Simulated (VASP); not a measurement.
# GaP (zincblende type) (F-43m) in VASP: a series of runs

The runs below take GaP (zincblende type) through electric field gradients, with PBE.

Program: VASP 6.6.1. These are calculated values, not measurements. Logs are shortened: lines on timing, memory, paths and dates and some standing lists are left out, and cuts for length are marked.

### Step 1. The cell of the first run

The structure is cubic, space group F-43m (No. 216). The conventional cell has a = 5.395 Å, b = 5.395 Å, c = 5.395 Å, α = 90.00°, β = 90.00°, γ = 90.00°. Within 3.1 Å of Ga (site symmetry -43m) lie 4 P at 2.34 Å. Within 3.1 Å of P (site symmetry -43m) lie 4 Ga at 2.34 Å.

### Step 2. Electric field gradients, PBE (volume scaled by 0.9405)

File INCAR:

```
SYSTEM = GaP
PREC = Accurate ; ENCUT = 520
EDIFF = 1E-8 ; ISMEAR = -1
SIGMA = 0.03 ; LREAL = .FALSE.
LASPH = .TRUE. ; NELM = 100
ALGO = Normal ; ISIF = 2
LWAVE = .FALSE. ; LCHARG = .FALSE.
GGA = PE ; LEFG = .TRUE.
NBANDS = 16
```

File KPOINTS:

```
Automatic mesh
0
G
  13 13 13
  0 0 0
```

File POSCAR:

```
GaP
1.0
    0.0000000000      2.6972876639      2.6972876639
    2.6972876639      0.0000000000      2.6972876639
    2.6972876639      2.6972876639      0.0000000000
Ga P
1 1
Direct
    0.0000000000      0.0000000000      0.0000000000
    0.2500000000      0.2500000000      0.2500000000
```

Potentials or basis: VASP PAW PBE potentials, release 64 (Ga_d, P).

The run is started by

```console
$ cat potpaw_PBE.64/Ga_d/POTCAR potpaw_PBE.64/P/POTCAR > POTCAR
$ mpirun -np 1 vasp_std > vasp.out
```

OUTCAR:

```text
SYSTEM = GaP
   PREC = Accurate
   ENCUT = 520
   EDIFF = 1E-8
   ISMEAR = -1
   LREAL = .FALSE.
   LASPH = .TRUE.
   NELM = 100
   ISIF = 2
   GGA = PE

 ion  position               nearest neighbor table
   1  0.000  0.000  0.000-   2 2.34   2 2.34   2 2.34   2 2.34
   2  0.250  0.250  0.250-   1 2.34   1 2.34   1 2.34   1 2.34

  LATTYP: Found a face centered cubic cell.
 ALAT       =     5.3945753278

  Lattice vectors:

 A1 = (   0.0000000000,   2.6972876639,   2.6972876639)
 A2 = (   2.6972876639,   0.0000000000,   2.6972876639)
 A3 = (   2.6972876639,   2.6972876639,   0.0000000000)

Analysis of symmetry for initial positions (statically):
=====================================================================
 Subroutine PRICEL returns:
 Original cell was already a primitive cell.

 Routine SETGRP: Setting up the symmetry group for a
 face centered cubic supercell.

 Subroutine GETGRP returns: Found 24 space group operations
 (whereof 24 operations were pure point group operations)
 out of a pool of 48 trial point group operations.

The static configuration has the point symmetry T_d .

Analysis of symmetry for dynamics (positions and initial velocities):
=====================================================================
 Subroutine PRICEL returns:
 Original cell was already a primitive cell.

 Routine SETGRP: Setting up the symmetry group for a
 face centered cubic supercell.

 Subroutine GETGRP returns: Found 24 space group operations
 (whereof 24 operations were pure point group operations)
 out of a pool of 48 trial point group operations.

The dynamic configuration has the point symmetry T_d .

 Subroutine INISYM returns: Found 24 space group operations
 (whereof 24 operations are pure point group operations),
 and found     1 'primitive' translations

----------------------------------------------------------------------------------------

                                     Primitive cell

  volume of cell :      39.2475

  direct lattice vectors                    reciprocal lattice vectors
     0.000000000  2.697287664  2.697287664    -0.185371404  0.185371404  0.185371404
     2.697287664  0.000000000  2.697287664     0.185371404 -0.185371404  0.185371404
     2.697287664  2.697287664  0.000000000     0.185371404  0.185371404 -0.185371404

  length of vectors
     3.814540796  3.814540796  3.814540796     0.321072689  0.321072689  0.321072689

  position of ions in fractional coordinates (direct lattice)
     0.000000000  0.000000000  0.000000000
     0.250000000  0.250000000  0.250000000

  ion indices of the primitive-cell ions
   primitive index   ion index
                 1           1
                 2           2

----------------------------------------------------------------------------------------

 KPOINTS: Automatic mesh

Automatic generation of k-mesh.
 Grid dimensions read from file:
 generate k-points for:   13   13   13

 Generating k-lattice:

  Cartesian coordinates                     Fractional coordinates (reciprocal lattice)
    -0.014259339  0.014259339  0.014259339     0.076923077  0.000000000  0.000000000
     0.014259339 -0.014259339  0.014259339     0.000000000  0.076923077  0.000000000
     0.014259339  0.014259339 -0.014259339     0.000000000  0.000000000  0.076923077

  Length of vectors
     0.024697899  0.024697899  0.024697899

  Shift w.r.t. Gamma in fractional coordinates (k-lattice)
     0.000000000  0.000000000  0.000000000

 Subroutine IBZKPT returns following result:
 ===========================================

 Found     84 irreducible k-points:

 Following reciprocal coordinates:
            Coordinates               Weight
  0.000000  0.000000  0.000000      1.000000
  0.076923  0.000000  0.000000      8.000000
  0.153846  0.000000  0.000000      8.000000
  0.230769  0.000000  0.000000      8.000000
  0.307692  0.000000  0.000000      8.000000
  0.384615  0.000000  0.000000      8.000000
[... 16 lines left out ...]
  0.384615  0.153846  0.000000     24.000000
  0.461538  0.153846  0.000000     24.000000
 [... further k-points ...]
   k-points           NKPTS =     84   k-points in BZ     NKDIM =     84   number of bands    NBANDS=     16
   number of dos      NEDOS =    301   number of ions     NIONS =      2
   total plane-waves  NPLWV =  21952
   dimension x,y,z NGX =    28 NGY =   28 NGZ =   28
   dimension x,y,z NGXF=    56 NGYF=   56 NGZF=   56
   ions per type =               1   1
   NGX,Y,Z   is equivalent  to a cutoff of  12.20, 12.20, 12.20 a.u.
   NGXF,Y,Z  is equivalent  to a cutoff of  24.41, 24.41, 24.41 a.u.
 SYSTEM =  GaP
   PREC   = accura    normal or accurate (medium, high low for compatibility)
   ISTART =      0    job   : 0-new  1-cont  2-samecut
   ICHARG =      2    charge: 1-file 2-atom 10-const
   ISPIN  =      1    spin polarized calculation?
   LNONCOLLINEAR =      F non collinear calculations
   LSORBIT =      F    spin-orbit coupling
   LASPH  =      T    aspherical Exc in radial PAW
   ENCUT  =  520.0 eV  38.22 Ry    6.18 a.u.   7.09  7.09  7.09*2*pi/ulx,y,z
   NELM   =    100;   NELMIN=  2; NELMDL= -5     # of ELM steps
   EDIFF  = 0.1E-07   stopping-criterion for ELM
   LREAL  =      F    real-space projection
   EDIFFG = 0.1E-06   stopping-criterion for IOM
   NSW    =      0    number of steps for IOM
   IBRION =     -1    ionic relax: 0-MD 1-quasi-New 2-CG
   NFREE  =      0    steps in history (QN), initial steepest desc. (CG)
   ISIF   =      2    stress and relaxation
   ISYM   =      2    0-nonsym 1-usesym 2-fastsym
   POTIM  = 0.5000    time-step for ionic-motion
   TEBEG  =    0.0;   TEEND  =   0.0 temperature during run
   PSTRESS=    0.0 pullay stress
   NELECT =      18.0000    total number of electrons
   NUPDOWN=      -1.0000    fix difference up-down
   EMIN   =  10.00;   EMAX   =-10.00  energy-range for DOS
   EFERMI =   0.00;   METHOD = LEGACY
   ISMEAR =    -1;   SIGMA  =   0.03  broadening in eV -4-tet -1-fermi 0-gaus
   EFERMI_NEDOS =   21; number of points for ismear=-14 and -15
   IALGO  =     38    algorithm
   IMIX   =      4    mixing-type and parameters
     AMIX     =   0.40;   BMIX     =  1.00
     AMIX_MAG =   1.60;   BMIX_MAG =  1.00
  volume/ion in A,a.u.               =      19.62       132.43
  Fermi-wavevector in a.u.,A,eV,Ry     =   1.262491  2.385763 21.686113  1.593884
  Thomas-Fermi vector in A             =   2.395897
   LORBIT       =      0    0 simple, 1 ext, 2 COOP (PROOUT), +10 PAW based schemes
   GGA     = PE    functional components
[... 5 lines left out ...]
 non-spin polarized calculation
  energy-cutoff  :      520.00
  volume of cell :       39.25
 maximum number of plane-waves:      1069
   NGX = 15   NGY = 15   NGZ = 15

 number of electron      18.0000000 magnetization

 Free energy of the ion-electron system (eV)
  ---------------------------------------------------
  ext. energy  EPLUGINS =         0.00000000
  ---------------------------------------------------
  free energy    TOTEN  =        -9.08853571 eV

  energy without entropy =       -9.08853571  energy(sigma->0) =       -9.08853571

 E-fermi :   5.5059     XC(G=0):  -9.9752

 val. band max:        4.9724097876   @ k =   0.0000   0.0000   0.0000
 cond. band min:       6.5278271024   @ k =   0.4615   0.4615   0.0000
 fundamental gap:      1.5554173148
 Fermi energy:         5.5058829844

 k-point     1 :       0.0000    0.0000    0.0000
  band No.  band energies     occupation
      1      -9.6330      2.00000
      2      -9.6330      2.00000
      3      -9.6330      2.00000
      4      -9.5234      2.00000
      5      -9.5234      2.00000
      6      -7.7563      2.00000
[... 8 lines left out ...]
     15      14.8025      0.00000
     16      14.8025      0.00000

 k-point     2 :       0.0769    0.0000    0.0000
  band No.  band energies     occupation
      1      -9.6395      2.00000
      2      -9.6310      2.00000
      3      -9.6310      2.00000
      4      -9.5235      2.00000
      5      -9.5235      2.00000
      6      -7.6757      2.00000
[... 8 lines left out ...]
     15      14.4774      0.00000
     16      14.4774      0.00000
[... 387 lines left out ...]
      5      -9.5121      2.00000
      6      -6.1450      2.00000
[... 8 lines left out ...]
     15      16.2124      0.00000
     16      16.4049      0.00000

 k-point    24 :       0.4615    0.1538    0.0000
  band No.  band energies     occupation
      1      -9.7256      2.00000
      2      -9.6016      2.00000
      3      -9.5953      2.00000
      4      -9.5289      2.00000
      5      -9.5121      2.00000
      6      -5.6493      2.00000
[... 8 lines left out ...]
     15      16.9354      0.00000
     16      17.0163      0.00000

 [... further k-points ...]
[... 5 lines left out ...]
  --------------------------------------------------------------------------------------
  -------------------------------------------------------------------------------------
  Total        1.3156578      1.3156578      1.3156578      0.0000000     -0.0000000     -0.0000000
  in kB       53.7083419     53.7083419     53.7083419      0.0000000     -0.0000000     -0.0000000
  external PRESSURE =      53.7083419 kB  Pullay stress =       0.0000000 kB

 VOLUME and BASIS-vectors are now :
 -----------------------------------------------------------------------------
  energy-cutoff  :      520.00
  volume of cell :       39.25
      direct lattice vectors                 reciprocal lattice vectors
     0.000000000  2.697287664  2.697287664    -0.185371404  0.185371404  0.185371404
     2.697287664  0.000000000  2.697287664     0.185371404 -0.185371404  0.185371404
     2.697287664  2.697287664  0.000000000     0.185371404  0.185371404 -0.185371404

 POSITION                                       TOTAL-FORCE (eV/Angst)
 -----------------------------------------------------------------------------------
      0.00000      0.00000      0.00000         0.000000      0.000000      0.000000
      1.34864      1.34864      1.34864        -0.000000     -0.000000     -0.000000
 -----------------------------------------------------------------------------------
    total drift:                                0.000002      0.000002      0.000002

  FREE ENERGIE OF THE ION-ELECTRON SYSTEM (eV)
  ---------------------------------------------------
  free  energy   TOTEN  =        -9.0885357099 eV

  energy  without entropy=       -9.0885357098  energy(sigma->0) =       -9.08853571

 Electric field gradients (V/A^2)
---------------------------------------------------------------------
 ion       V_xx      V_yy      V_zz      V_xy      V_xz      V_yz
---------------------------------------------------------------------
   1      -0.000    -0.000     0.000     0.000     0.000     0.000
   2      -0.000    -0.000    -0.000     0.000     0.000     0.000
---------------------------------------------------------------------

 Electric field gradients after diagonalization (V/A^2)
 (convention: |V_zz| > |V_xx| > |V_yy|)
----------------------------------------------------------------------
 ion       V_xx      V_yy      V_zz     asymmetry (V_yy - V_xx)/ V_zz
----------------------------------------------------------------------
   1      -0.000    -0.000     0.001       0.000
   2      -0.000    -0.000     0.000       0.000
----------------------------------------------------------------------

           NMR quadrupolar parameters

 Cq : quadrupolar parameter    Cq=e*Q*V_zz/h
 eta: asymmetry parameters     (V_yy - V_xx)/ V_zz
 Q  : nuclear electric quadrupole moment in mb (millibarn)
----------------------------------------------------------------------
 ion       Cq(MHz)       eta       Q (mb)
----------------------------------------------------------------------
   1       0.000       0.000       1.000
   2       0.000       0.000       1.000
----------------------------------------------------------------------
```

It took 1.7 min on 1 thread of AMD EPYC 7R13, shared host; peak memory 0.16 GiB.

What came out:

```
Free energy            : -9.0885 eV
Pressure               : 5.4 GPa
Band gap on the k mesh : 1.56 eV, indirect (least direct gap 2.09 eV)
```

Levels at points of the mesh, in eV from the valence-band top:
```csv
k point,band 6,band 7,band 8,band 9,band 10,band 11,band 12,band 13
"(0.00, 0.00, 0.00)",-12.73,0.00,0.00,0.00,2.09,3.88,3.88,3.88
```

Caveat: without QUAD_EFG the Cq values of the log hold for a quadrupole moment of 1 mb, not for the nuclei. A k mesh can miss the band edges.

(Part 1 of 2 ends here.)
